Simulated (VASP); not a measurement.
A run of VASP 6.6.1 is set up as follows.

INCAR

```
PREC = Accurate
ENCUT = 600
EDIFF = 1E-6
ISMEAR = -1
SIGMA = 0.1
LREAL = F
LASPH = T
NELM = 200
ALGO = Normal
ISIF = 2
LWAVE = F
LCHARG = T
ISPIN = 2
MAGMOM = 0 0
LORBIT = 11
LMAXMIX = 4
GGA = PE
LELF = T
LVHAR = T
NBANDS = 17
GGA_COMPAT = F
```

KPOINTS

```
regular mesh
0
Gamma
  1 1 1
```

Contents of POSCAR:

```
FeSi
1.0
    0.0000000000      2.2750000000      2.2750000000
    2.2750000000      0.0000000000      2.2750000000
    2.2750000000      2.2750000000      0.0000000000
Fe Si
1 1
Direct
    0.0000000000      0.0000000000      0.0000000000
    0.5000000000      0.5000000000      0.5000000000
```

Potentials or basis: VASP PAW PBE potentials, release 64 (Fe, Si).

Launch:

```console
$ cat potpaw_PBE.64/Fe/POTCAR potpaw_PBE.64/Si/POTCAR > POTCAR
$ mpirun -np 1 vasp_gam > vasp.out
```

(1) Predict the band gap on the k mesh.

(2) Estimate the pressure.

## Answers

(1) 2.53 eV.

(2) -80.8 GPa.

Caveat: the k points lie up to 2.39 Å⁻¹ apart.
